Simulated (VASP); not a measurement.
# Cs (Fm-3m) in VASP: further runs

The runs below take Cs through single point, with RPBE.

Everything below comes from runs of VASP 6.6.1. Logs are shortened: lines on timing, memory, paths and dates and some standing lists are left out, and cuts for length are marked.

### Step 1. The cell of the first run

Symmetry: Fm-3m, No. 225, cubic system. The conventional cell has a = 8.062 Å, b = 8.062 Å, c = 8.062 Å, α = 90.00°, β = 90.00°, γ = 90.00°.

### Step 2. Single point, RPBE

File INCAR:

```
SYSTEM = Cs
PREC = Accurate
ENCUT = 520
EDIFF = 1E-6
ISMEAR = -1
SIGMA = 0.1
LREAL = .False.
LASPH = .True.
NELM = 60
ALGO = Normal
ISIF = 2
LWAVE = .False.
LCHARG = .False.
GGA = RP
NBANDS = 10
```

File KPOINTS:

```
Automatic mesh
0
Gamma
  7 7 7
  0 0 0
```

File POSCAR:

```
Cs
1.0
    0.0000000000      4.0312487769      4.0312487769
    4.0312487769      0.0000000000      4.0312487769
    4.0312487769      4.0312487769      0.0000000000
Cs
1
Direct
    0.0000000000      0.0000000000      0.0000000000
```

Potentials or basis: VASP PAW PBE potentials, release 64 (Cs_sv).

Run with:

```sh
cat potpaw_PBE.64/Cs_sv/POTCAR > POTCAR
mpirun -np 1 vasp_std > vasp.out
```

OUTCAR:

```text
SYSTEM = Cs
   PREC = Accurate
   ENCUT = 520
   EDIFF = 1E-6
   ISMEAR = -1
   LREAL = .False.
   LASPH = .True.
   NELM = 60
   ISIF = 2
   GGA = RP

 ion  position               nearest neighbor table
   1  0.000  0.000  0.000-

  LATTYP: Found a face centered cubic cell.
 ALAT       =     8.0624975538

  Lattice vectors:

 A1 = (   0.0000000000,   4.0312487769,   4.0312487769)
 A2 = (   4.0312487769,   0.0000000000,   4.0312487769)
 A3 = (   4.0312487769,   4.0312487769,   0.0000000000)

Analysis of symmetry for initial positions (statically):
=====================================================================
 Subroutine PRICEL returns:
 Original cell was already a primitive cell.

 Routine SETGRP: Setting up the symmetry group for a
 face centered cubic supercell.

 Subroutine GETGRP returns: Found 48 space group operations
 (whereof 48 operations were pure point group operations)
 out of a pool of 48 trial point group operations.

The static configuration has the point symmetry O_h .

Analysis of symmetry for dynamics (positions and initial velocities):
=====================================================================
 Subroutine PRICEL returns:
 Original cell was already a primitive cell.

 Routine SETGRP: Setting up the symmetry group for a
 face centered cubic supercell.

 Subroutine GETGRP returns: Found 48 space group operations
 (whereof 48 operations were pure point group operations)
 out of a pool of 48 trial point group operations.

The dynamic configuration has the point symmetry O_h .

 Subroutine INISYM returns: Found 48 space group operations
 (whereof 48 operations are pure point group operations),
 and found     1 'primitive' translations

----------------------------------------------------------------------------------------

                                     Primitive cell

  volume of cell :     131.0234

  direct lattice vectors                    reciprocal lattice vectors
     0.000000000  4.031248777  4.031248777    -0.124031045  0.124031045  0.124031045
     4.031248777  0.000000000  4.031248777     0.124031045 -0.124031045  0.124031045
     4.031248777  4.031248777  0.000000000     0.124031045  0.124031045 -0.124031045

  length of vectors
     5.701046694  5.701046694  5.701046694     0.214828072  0.214828072  0.214828072

  position of ions in fractional coordinates (direct lattice)
     0.000000000  0.000000000  0.000000000

  ion indices of the primitive-cell ions
   primitive index   ion index
                 1           1

----------------------------------------------------------------------------------------

 KPOINTS: Automatic mesh

Automatic generation of k-mesh.
 Grid dimensions read from file:
 generate k-points for:    7    7    7

 Generating k-lattice:

  Cartesian coordinates                     Fractional coordinates (reciprocal lattice)
    -0.017718721  0.017718721  0.017718721     0.142857143  0.000000000  0.000000000
     0.017718721 -0.017718721  0.017718721     0.000000000  0.142857143  0.000000000
     0.017718721  0.017718721 -0.017718721     0.000000000  0.000000000  0.142857143

  Length of vectors
     0.030689725  0.030689725  0.030689725

  Shift w.r.t. Gamma in fractional coordinates (k-lattice)
     0.000000000  0.000000000  0.000000000

 Subroutine IBZKPT returns following result:
 ===========================================

 Found     20 irreducible k-points:

 Following reciprocal coordinates:
            Coordinates               Weight
  0.000000  0.000000  0.000000      1.000000
  0.142857  0.000000  0.000000      8.000000
  0.285714  0.000000  0.000000      8.000000
  0.428571  0.000000  0.000000      8.000000
  0.142857  0.142857  0.000000      6.000000
  0.285714  0.142857  0.000000     24.000000
[... 12 lines left out ...]
 -0.428571  0.428571  0.142857     24.000000
 -0.285714  0.428571  0.142857     24.000000
   k-points           NKPTS =     20   k-points in BZ     NKDIM =     20   number of bands    NBANDS=     10
   number of dos      NEDOS =    301   number of ions     NIONS =      1
   total plane-waves  NPLWV =  74088
   dimension x,y,z NGX =    42 NGY =   42 NGZ =   42
   dimension x,y,z NGXF=    84 NGYF=   84 NGZF=   84
   ions per type =               1
   NGX,Y,Z   is equivalent  to a cutoff of  12.25, 12.25, 12.25 a.u.
   NGXF,Y,Z  is equivalent  to a cutoff of  24.49, 24.49, 24.49 a.u.
 SYSTEM =  Cs
   PREC   = accura    normal or accurate (medium, high low for compatibility)
   ISTART =      0    job   : 0-new  1-cont  2-samecut
   ICHARG =      2    charge: 1-file 2-atom 10-const
   ISPIN  =      1    spin polarized calculation?
   LNONCOLLINEAR =      F non collinear calculations
   LSORBIT =      F    spin-orbit coupling
   LASPH  =      T    aspherical Exc in radial PAW
   ENCUT  =  520.0 eV  38.22 Ry    6.18 a.u.  10.60 10.60 10.60*2*pi/ulx,y,z
   NELM   =     60;   NELMIN=  2; NELMDL= -5     # of ELM steps
   EDIFF  = 0.1E-05   stopping-criterion for ELM
   LREAL  =      F    real-space projection
   EDIFFG = 0.1E-04   stopping-criterion for IOM
   NSW    =      0    number of steps for IOM
   IBRION =     -1    ionic relax: 0-MD 1-quasi-New 2-CG
   NFREE  =      0    steps in history (QN), initial steepest desc. (CG)
   ISIF   =      2    stress and relaxation
   ISYM   =      2    0-nonsym 1-usesym 2-fastsym
   POTIM  = 0.5000    time-step for ionic-motion
   TEBEG  =    0.0;   TEEND  =   0.0 temperature during run
   PSTRESS=    0.0 pullay stress
   NELECT =       9.0000    total number of electrons
   NUPDOWN=      -1.0000    fix difference up-down
   EMIN   =  10.00;   EMAX   =-10.00  energy-range for DOS
   EFERMI =   0.00;   METHOD = LEGACY
   ISMEAR =    -1;   SIGMA  =   0.10  broadening in eV -4-tet -1-fermi 0-gaus
   EFERMI_NEDOS =   21; number of points for ismear=-14 and -15
   IALGO  =     38    algorithm
   IMIX   =      4    mixing-type and parameters
     AMIX     =   0.40;   BMIX     =  1.00
     AMIX_MAG =   1.60;   BMIX_MAG =  1.00
  volume/ion in A,a.u.               =     131.02       884.19
  Fermi-wavevector in a.u.,A,eV,Ry     =   0.670460  1.266985  6.116041  0.449516
  Thomas-Fermi vector in A             =   1.745984
   LORBIT       =      0    0 simple, 1 ext, 2 COOP (PROOUT), +10 PAW based schemes
   GGA     = RP    functional components
   LHFCALC =     F    Hartree Fock is set to
   AEXX    =    0.0000 exact exchange contribution
   IVDW    =     0    specifies the selected vdW correction
   LEPSILON=     F    determine dielectric tensor
   LRPA    =     F    only Hartree local field effects (RPA)
 non-spin polarized calculation
  energy-cutoff  :      520.00
  volume of cell :      131.02
 maximum number of plane-waves:      3551
   NGX = 21   NGY = 21   NGZ = 21

 number of electron       8.9999999 magnetization

 Free energy of the ion-electron system (eV)
  ---------------------------------------------------
  ext. energy  EPLUGINS =         0.00000000
  ---------------------------------------------------
  free energy    TOTEN  =        -0.76094616 eV

  energy without entropy =       -0.72388394  energy(sigma->0) =       -0.74241505

 E-fermi :   0.2859     XC(G=0):  -4.9591

 val. band max:        0.1746726842   @ k =   0.4286   0.2857   0.0000
 cond. band min:       0.4201485185   @ k =  -0.2857   0.2857   0.0000
 fundamental gap:      0.2454758343
 Fermi energy:         0.2858867848

 k-point     1 :       0.0000    0.0000    0.0000
  band No.  band energies     occupation
      1     -23.7084      2.00000
      2     -10.4842      2.00000
      3     -10.4842      2.00000
      4     -10.4842      2.00000
      5      -1.2583      2.00000
      6       2.6808      0.00000
      7       2.6808      0.00000
      8       2.6808      0.00000
      9       3.6457      0.00000
     10       3.6457      0.00000

 k-point     2 :       0.1429    0.0000    0.0000
  band No.  band energies     occupation
      1     -23.7079      2.00000
      2     -10.5001      2.00000
      3     -10.4864      2.00000
      4     -10.4864      2.00000
      5      -1.0739      2.00000
      6       2.3316      0.00000
      7       2.7527      0.00000
      8       2.7527      0.00000
      9       3.5153      0.00000
     10       3.5153      0.00000

 k-point     3 :       0.2857    0.0000    0.0000
  band No.  band energies     occupation
      1     -23.7065      2.00000
      2     -10.5351      2.00000
      3     -10.4913      2.00000
      4     -10.4913      2.00000
      5      -0.5638      1.99959
      6       1.7138      0.00000
      7       2.7158      0.00000
      8       2.7158      0.00000
      9       3.6546      0.00000
     10       3.6546      0.00000

 k-point     4 :       0.4286    0.0000    0.0000
  band No.  band energies     occupation
      1     -23.7055      2.00000
      2     -10.5627      2.00000
      3     -10.4953      2.00000
      4     -10.4953      2.00000
      5       0.1122      1.70047
      6       1.0831      0.00069
      7       2.5693      0.00000
      8       2.5693      0.00000
      9       4.1913      0.00000
     10       4.1954      0.00000
[... 170 lines left out ...]
 k-point    18 :      -0.4286    0.2857    0.1429
  band No.  band energies     occupation
      1     -23.7048      2.00000
      2     -10.5509      2.00000
      3     -10.5208      2.00000
      4     -10.5038      2.00000
      5       0.5289      0.16178
      6       1.2158      0.00018
      7       1.8101      0.00000
      8       2.7904      0.00000
      9       3.6517      0.00000
     10       4.1245      0.00000

 k-point    19 :      -0.4286    0.4286    0.1429
  band No.  band energies     occupation
      1     -23.7045      2.00000
      2     -10.5519      2.00000
      3     -10.5220      2.00000
      4     -10.5126      2.00000
      5       0.6575      0.04750
      6       1.4279      0.00002
      7       1.5438      0.00001
      8       2.8182      0.00000
      9       3.8788      0.00000
     10       4.1817      0.00000

 k-point    20 :      -0.2857    0.4286    0.1429
  band No.  band energies     occupation
      1     -23.7044      2.00000
      2     -10.5417      2.00000
      3     -10.5367      2.00000
      4     -10.5113      2.00000
      5       1.0135      0.00138
      6       1.2721      0.00010
      7       1.4488      0.00002
      8       2.4945      0.00000
      9       3.8163      0.00000
     10       4.1756      0.00000

------------------------ aborting loop because EDIFF is reached ----------------------------------------

  FORCE on cell =-STRESS in cart. coord.  units (eV):
  Direction    XX          YY          ZZ          XY          YZ          ZX
  --------------------------------------------------------------------------------------
  -------------------------------------------------------------------------------------
  Total        0.0100653      0.0100653      0.0100653      0.0000000      0.0000000      0.0000000
  in kB        0.1230809      0.1230809      0.1230809      0.0000000      0.0000000      0.0000000
  external PRESSURE =       0.1230809 kB  Pullay stress =       0.0000000 kB

 VOLUME and BASIS-vectors are now :
 -----------------------------------------------------------------------------
  energy-cutoff  :      520.00
  volume of cell :      131.02
      direct lattice vectors                 reciprocal lattice vectors
     0.000000000  4.031248777  4.031248777    -0.124031045  0.124031045  0.124031045
     4.031248777  0.000000000  4.031248777     0.124031045 -0.124031045  0.124031045
     4.031248777  4.031248777  0.000000000     0.124031045  0.124031045 -0.124031045

 POSITION                                       TOTAL-FORCE (eV/Angst)
 -----------------------------------------------------------------------------------
      0.00000      0.00000      0.00000         0.000000      0.000000      0.000000
 -----------------------------------------------------------------------------------
    total drift:                               -0.000000     -0.000000     -0.000000

  FREE ENERGIE OF THE ION-ELECTRON SYSTEM (eV)
  ---------------------------------------------------
  free  energy   TOTEN  =        -0.7609461589 eV

  energy  without entropy=       -0.7238839436  energy(sigma->0) =       -0.74241505
```

It took 12 s on 1 thread of AMD EPYC 9R45 (Zen 5), shared host; peak memory 0.2 GiB.

What came out:

```
Free energy : -0.7609 eV
Pressure    : 0.0 GPa
```

Caveat: the PAW data sets were made with another functional, which shifts forces and pressure a little; spin-orbit coupling is left out, which moves the levels of the heavy elements.

[end of part 1 of 2]
